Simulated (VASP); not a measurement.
# Ga3I2 (R-3c) in VASP: relaxation of cell and atoms with PBE

Aim: the relaxation of cell and atoms of Ga3I2 with PBE.

All numbers are computed with VASP 6.6.1; they aren't measurements. Logs are shortened: lines on timing, memory, paths and dates and some standing lists are left out, and cuts for length are marked.

## 1. The cell of the first run

The structure is trigonal, space group R-3c (No. 167). Conventional cell: a = 7.086 Å, b = 7.086 Å, c = 19.347 Å, α = 90.00°, β = 90.00°, γ = 120.00°. Within 3.6 Å of Ga (site symmetry 2) lie 4 I at 2.76 to 2.94 Å. I (site symmetry 3) has 6 Ga at 2.76 to 2.94 Å within 3.6 Å.

## 2. Relaxation of cell and atoms, PBE

Input file INCAR:

```
SYSTEM = Ga3I2
PREC = Accurate
ENCUT = 600
EDIFF = 1E-7
ISMEAR = 0
SIGMA = 0.1
LREAL = .False.
LASPH = .True.
NELM = 100
ALGO = Normal
ISIF = 3
LWAVE = .False.
LCHARG = .False.
GGA = PE
IBRION = 2
NSW = 90
EDIFFG = -0.04
```

Input file KPOINTS:

```
regular mesh
0
Gamma
  3 3 3
  0 0 0
```

Input file POSCAR:

```
Ga3I2
1.0
    3.5430369830      2.0455733559      6.4488593691
   -3.5430369830      2.0455733559      6.4488593691
    0.0000000000     -4.0911467119      6.4488593691
Ga I
6 4
Direct
    0.0562500000      0.4437500000      0.7500000000
    0.7500000000      0.0562500000      0.4437500000
    0.4437500000      0.7500000000      0.0562500000
    0.9437500000      0.5562500000      0.2500000000
    0.2500000000      0.9437500000      0.5562500000
    0.5562500000      0.2500000000      0.9437500000
    0.8521800000      0.8521800000      0.8521800000
    0.6478200000      0.6478200000      0.6478200000
    0.1478200000      0.1478200000      0.1478200000
    0.3521800000      0.3521800000      0.3521800000
```

Potentials or basis: VASP PAW PBE potentials, release 64 (Ga_d, I).

The run is started by

```console
$ cat potpaw_PBE.64/Ga_d/POTCAR potpaw_PBE.64/I/POTCAR > POTCAR
$ mpirun -np 1 vasp_std > vasp.out
```

OUTCAR:

```text
SYSTEM = Ga3I2
   PREC = Accurate
   ENCUT = 600
   EDIFF = 1E-7
   ISMEAR = 0
   LREAL = .False.
   LASPH = .True.
   NELM = 100
   ISIF = 3
   GGA = PE
   IBRION = 2
   NSW = 90
   EDIFFG = -0.04

 ion  position               nearest neighbor table
   1  0.056  0.444  0.750-   9 2.76  10 2.76   7 2.94   8 2.94
   2  0.750  0.056  0.444-  10 2.76   9 2.76   8 2.94   7 2.94
   3  0.444  0.750  0.056-   9 2.76  10 2.76   7 2.94   8 2.94
   4  0.944  0.556  0.250-   7 2.76   8 2.76   9 2.94  10 2.94
   5  0.250  0.944  0.556-   8 2.76   7 2.76  10 2.94   9 2.94
   6  0.556  0.250  0.944-   7 2.76   8 2.76   9 2.94  10 2.94
   7  0.852  0.852  0.852-   6 2.76   5 2.76   4 2.76   1 2.94   3 2.94   2 2.94
   8  0.648  0.648  0.648-   5 2.76   6 2.76   4 2.76   1 2.94   2 2.94   3 2.94
   9  0.148  0.148  0.148-   3 2.76   2 2.76   1 2.76   4 2.94   6 2.94   5 2.94
  10  0.352  0.352  0.352-   2 2.76   3 2.76   1 2.76   4 2.94   5 2.94   6 2.94

  LATTYP: Found a trigonal (rhomboedric) cell.
 ALAT       =     7.6370981780
 COS(alpha) =     0.5695481095

  Lattice vectors:

 A1 = (   3.5430369830,   2.0455733559,   6.4488593691)
 A2 = (  -3.5430369830,   2.0455733559,   6.4488593691)
 A3 = (   0.0000000000,  -4.0911467119,   6.4488593691)

Analysis of symmetry for initial positions (statically):
=====================================================================
 Subroutine PRICEL returns:
 Original cell was already a primitive cell.

 Routine SETGRP: Setting up the symmetry group for a
 trigonal (rhombohedral) supercell.

 Subroutine GETGRP returns: Found 12 space group operations
 (whereof  6 operations were pure point group operations)
 out of a pool of 12 trial point group operations.

The static configuration has the point symmetry S_6 .
 The point group associated with its full space group is D_3d.

Analysis of symmetry for dynamics (positions and initial velocities):
=====================================================================
 Subroutine PRICEL returns:
 Original cell was already a primitive cell.

 Routine SETGRP: Setting up the symmetry group for a
 trigonal (rhombohedral) supercell.

 Subroutine GETGRP returns: Found 12 space group operations
 (whereof  6 operations were pure point group operations)
 out of a pool of 12 trial point group operations.

The dynamic configuration has the point symmetry S_6 .
 The point group associated with its full space group is D_3d.

 Subroutine INISYM returns: Found 12 space group operations
 (whereof  6 operations are pure point group operations),
 and found     1 'primitive' translations

----------------------------------------------------------------------------------------

                                     Primitive cell

  volume of cell :     280.4303

  direct lattice vectors                    reciprocal lattice vectors
     3.543036983  2.045573356  6.448859369     0.141121869  0.081476749  0.051688727
    -3.543036983  2.045573356  6.448859369    -0.141121869  0.081476749  0.051688727
     0.000000000 -4.091146712  6.448859369     0.000000000 -0.162953498  0.051688727

  length of vectors
     7.637098178  7.637098178  7.637098178     0.170954868  0.170954868  0.170954868

  position of ions in fractional coordinates (direct lattice)
     0.056250000  0.443750000  0.750000000
     0.750000000  0.056250000  0.443750000
     0.443750000  0.750000000  0.056250000
     0.943750000  0.556250000  0.250000000
     0.250000000  0.943750000  0.556250000
     0.556250000  0.250000000  0.943750000
     0.852180000  0.852180000  0.852180000
     0.647820000  0.647820000  0.647820000
     0.147820000  0.147820000  0.147820000
     0.352180000  0.352180000  0.352180000

  ion indices of the primitive-cell ions
   primitive index   ion index
                 1           1
                 2           2
                 3           3
                 4           4
                 5           5
                 6           6
                 7           7
                 8           8
                 9           9
                10          10

----------------------------------------------------------------------------------------

 KPOINTS: regular mesh

Automatic generation of k-mesh.
 Grid dimensions read from file:
 generate k-points for:    3    3    3

 Generating k-lattice:

  Cartesian coordinates                     Fractional coordinates (reciprocal lattice)
     0.047040623  0.027158916  0.017229576     0.333333333 -0.000000000  0.000000000
    -0.047040623  0.027158916  0.017229576    -0.000000000  0.333333333  0.000000000
     0.000000000 -0.054317833  0.017229576     0.000000000  0.000000000  0.333333333

  Length of vectors
     0.056984956  0.056984956  0.056984956

  Shift w.r.t. Gamma in fractional coordinates (k-lattice)
     0.000000000  0.000000000  0.000000000

 Subroutine IBZKPT returns following result:
 ===========================================

 Found      6 irreducible k-points:

 Following reciprocal coordinates:
            Coordinates               Weight
  0.000000  0.000000  0.000000      1.000000
  0.333333 -0.000000 -0.000000      6.000000
  0.333333  0.333333 -0.000000      6.000000
 -0.333333  0.333333  0.000000      6.000000
  0.333333  0.333333  0.333333      2.000000
 -0.333333  0.333333  0.333333      6.000000
   k-points           NKPTS =      6   k-points in BZ     NKDIM =      6   number of bands    NBANDS=     63
   number of dos      NEDOS =    301   number of ions     NIONS =     10
   total plane-waves  NPLWV = 262144
   dimension x,y,z NGX =    64 NGY =   64 NGZ =   64
   dimension x,y,z NGXF=   128 NGYF=  128 NGZF=  128
   ions per type =               6   4
   NGX,Y,Z   is equivalent  to a cutoff of  13.93, 13.93, 13.93 a.u.
   NGXF,Y,Z  is equivalent  to a cutoff of  27.86, 27.86, 27.86 a.u.
 SYSTEM =  Ga3I2
   PREC   = accura    normal or accurate (medium, high low for compatibility)
   ISTART =      0    job   : 0-new  1-cont  2-samecut
   ICHARG =      2    charge: 1-file 2-atom 10-const
   ISPIN  =      1    spin polarized calculation?
   LNONCOLLINEAR =      F non collinear calculations
   LSORBIT =      F    spin-orbit coupling
   LASPH  =      T    aspherical Exc in radial PAW
   ENCUT  =  600.0 eV  44.10 Ry    6.64 a.u.  15.25 15.25 15.25*2*pi/ulx,y,z
   NELM   =    100;   NELMIN=  2; NELMDL= -5     # of ELM steps
   EDIFF  = 0.1E-06   stopping-criterion for ELM
   LREAL  =      F    real-space projection
   EDIFFG = -.4E-01   stopping-criterion for IOM
   NSW    =     90    number of steps for IOM
   IBRION =      2    ionic relax: 0-MD 1-quasi-New 2-CG
   NFREE  =      1    steps in history (QN), initial steepest desc. (CG)
   ISIF   =      3    stress and relaxation
   ISYM   =      2    0-nonsym 1-usesym 2-fastsym
   POTIM  = 0.5000    time-step for ionic-motion
   TEBEG  =    0.0;   TEEND  =   0.0 temperature during run
   PSTRESS=    0.0 pullay stress
   NELECT =     106.0000    total number of electrons
   NUPDOWN=      -1.0000    fix difference up-down
   EMIN   =  10.00;   EMAX   =-10.00  energy-range for DOS
   EFERMI =   0.00;   METHOD = LEGACY
   ISMEAR =     0;   SIGMA  =   0.10  broadening in eV -4-tet -1-fermi 0-gaus
   EFERMI_NEDOS =   21; number of points for ismear=-14 and -15
   IALGO  =     38    algorithm
   IMIX   =      4    mixing-type and parameters
     AMIX     =   0.40;   BMIX     =  1.00
     AMIX_MAG =   1.60;   BMIX_MAG =  1.00
  volume/ion in A,a.u.               =      28.04       189.24
  Fermi-wavevector in a.u.,A,eV,Ry     =   1.183682  2.236835 19.063174  1.401104
  Thomas-Fermi vector in A             =   2.319912
   LORBIT       =      0    0 simple, 1 ext, 2 COOP (PROOUT), +10 PAW based schemes
   GGA     = PE    functional components
   LHFCALC =     F    Hartree Fock is set to
   AEXX    =    0.0000 exact exchange contribution
   IVDW    =     0    specifies the selected vdW correction
   LEPSILON=     F    determine dielectric tensor
   LRPA    =     F    only Hartree local field effects (RPA)
 conjugate gradient relaxation of ions
 non-spin polarized calculation
 Gauss-broadening in eV      SIGMA  =   0.10
  energy-cutoff  :      600.00
  volume of cell :      280.43
 maximum number of plane-waves:      9385
 NGX is ok and might be reduce to    64
   NGX = 31   NGY = 31   NGZ = 31

--------------------------------------- Ionic step        1  -------------------------------------------

 number of electron     105.9999999 magnetization

 Free energy of the ion-electron system (eV)
  ---------------------------------------------------
  ext. energy  EPLUGINS =         0.00000000
  ---------------------------------------------------
  free energy    TOTEN  =       -18.11468050 eV

  energy without entropy =      -18.07301140  energy(sigma->0) =      -18.09384595

------------------------ aborting loop because EDIFF is reached ----------------------------------------

  FORCE on cell =-STRESS in cart. coord.  units (eV):
  Direction    XX          YY          ZZ          XY          YZ          ZX
  --------------------------------------------------------------------------------------
  -------------------------------------------------------------------------------------
  Total       22.7249758     22.7249758     17.8287586      0.0000000     -0.0000000      0.0000000
  in kB      129.8342014    129.8342014    101.8607305      0.0000000     -0.0000000      0.0000000
  external PRESSURE =     120.5097111 kB  Pullay stress =       0.0000000 kB
[... 113 lines left out ...]
  FREE ENERGIE OF THE ION-ELECTRON SYSTEM (eV)
  ---------------------------------------------------
  free  energy   TOTEN  =       -22.3744685846 eV

  energy  without entropy=      -22.3209598512  energy(sigma->0) =      -22.34771422

[... ionic steps 4 to 14 ...]

--------------------------------------- Ionic step       15  -------------------------------------------

 number of electron     105.9999976 magnetization

------------------------ aborting loop because EDIFF is reached ----------------------------------------

  FORCE on cell =-STRESS in cart. coord.  units (eV):
  Direction    XX          YY          ZZ          XY          YZ          ZX
  --------------------------------------------------------------------------------------
  -------------------------------------------------------------------------------------
  Total       -0.3154192     -0.3154192     -0.4470628      0.0000000      0.0000000     -0.0000000
  in kB       -1.1363190     -1.1363190     -1.6105740      0.0000000      0.0000000     -0.0000000
  external PRESSURE =      -1.2944040 kB  Pullay stress =       0.0000000 kB
[... 73 lines left out ...]
  energy  without entropy=      -22.5198953971  energy(sigma->0) =      -22.53364333

--------------------------------------- Ionic step       17  -------------------------------------------

 number of electron     105.9999981 magnetization

 Free energy of the ion-electron system (eV)
  ---------------------------------------------------
  ext. energy  EPLUGINS =         0.00000000
  ---------------------------------------------------
  free energy    TOTEN  =       -22.55128985 eV

  energy without entropy =      -22.52334176  energy(sigma->0) =      -22.53731581

 E-fermi :   2.5238     XC(G=0):  -7.2769

 val. band max:        2.4734052773   @ k =  -0.3333   0.3333   0.0000
 cond. band min:       2.6298433965   @ k =   0.3333   0.3333   0.3333
 fundamental gap:      0.1564381192
 Fermi energy:         2.5237906898

 k-point     1 :       0.0000    0.0000    0.0000
  band No.  band energies     occupation
      1     -13.2671      2.00000
      2     -13.2423      2.00000
      3     -13.2297      2.00000
      4     -13.2285      2.00000
      5     -13.2266      2.00000
      6     -13.2266      2.00000
[... 422 lines left out ...]
  FREE ENERGIE OF THE ION-ELECTRON SYSTEM (eV)
  ---------------------------------------------------
  free  energy   TOTEN  =       -22.5512898537 eV

  energy  without entropy=      -22.5233417624  energy(sigma->0) =      -22.53731581

 reached required accuracy - stopping structural energy minimisation
```

It took 29 min on 1 thread of Intel Xeon 6975P-C (Granite Rapids), shared host; peak memory 0.68 GiB.

What came out:

```
Free energy                           : -22.5513 eV
Relaxed volume                        : 44.07 Å³/atom
Relaxed cell                          : a = 8.796 Å, b = 8.796 Å, c = 8.796 Å, α = 56.36°, β = 56.36°, γ = 56.36°
Space group after relaxing (to 0.1 Å) : R-3c (No. 167)
Energy gained by relaxing             : 443.7 meV/atom
Ionic steps                           : 17
Pressure after relaxing               : 0.0 GPa
Largest force after relaxing          : 0.032 eV/Å
Band gap on the k mesh                : zero (bands 53 and 54 overlap by 0.47 eV)
```

Forces on the atoms (eV/Å):
```
Ga   0.003  0.000  0.000
Ga  -0.001  0.002  0.000
Ga  -0.001 -0.002  0.000
Ga  -0.003  0.000  0.000
Ga   0.001 -0.002  0.000
Ga   0.001  0.002  0.000
I    0.000  0.000  0.032
I    0.000  0.000 -0.032
I    0.000  0.000 -0.032
I    0.000  0.000  0.032
```

Stress tensor (GPa, compression positive):
```
-0.02  0.00  0.00
 0.00 -0.02  0.00
 0.00  0.00 -0.10
```

The path:
```csv
step,energy change (eV),largest force (eV/Å),pressure (GPa),volume (Å³)
1,0.0000,0.3523,12.05,280.43
2,-3.9186,0.2030,2.31,374.99
3,-4.2598,0.1564,-0.51,447.28
4,-4.2857,0.1625,-0.13,432.79
5,-4.2863,0.1643,-0.03,429.30
6,-4.3000,0.1559,-0.01,428.78
7,-4.3335,0.1310,0.03,427.18
8,-4.3612,0.0843,0.20,423.89
9,-4.3767,0.0842,-0.03,433.31
10,-4.3793,0.0818,-0.16,438.72
11,-4.3950,0.0776,-0.12,438.69
12,-4.4251,0.0752,0.02,438.53
13,-4.3875,0.1538,0.35,437.85
14,-4.4292,0.0778,0.08,438.42
15,-4.4324,0.0300,-0.13,444.73
16,-4.4327,0.0413,-0.08,443.24
17,-4.4366,0.0320,-0.05,440.69
```

Final structure:
```yaml
crystal:
  lattice:
    - [4.15384, 2.39822, 7.37298]
    - [-4.15384, 2.39822, 7.37298]
    - [0.00000, -4.79644, 7.37298]
  atoms:
    - { symbol: Ga, position: [0.01881, 0.48119, 0.75000] }
    - { symbol: Ga, position: [0.75000, 0.01881, 0.48119] }
    - { symbol: Ga, position: [0.48119, 0.75000, 0.01881] }
    - { symbol: Ga, position: [0.98119, 0.51881, 0.25000] }
    - { symbol: Ga, position: [0.25000, 0.98119, 0.51881] }
    - { symbol: Ga, position: [0.51881, 0.25000, 0.98119] }
    - { symbol: I, position: [0.85180, 0.85180, 0.85180] }
    - { symbol: I, position: [0.64820, 0.64820, 0.64820] }
    - { symbol: I, position: [0.14820, 0.14820, 0.14820] }
    - { symbol: I, position: [0.35180, 0.35180, 0.35180] }
```

Caveat: the volume moved by over 15 % at a fixed basis, so the end points are rough; spin-orbit coupling is left out, which moves the levels of the heavy elements.

The gap in the log of VASP goes by the Fermi energy; the results here count the filled bands.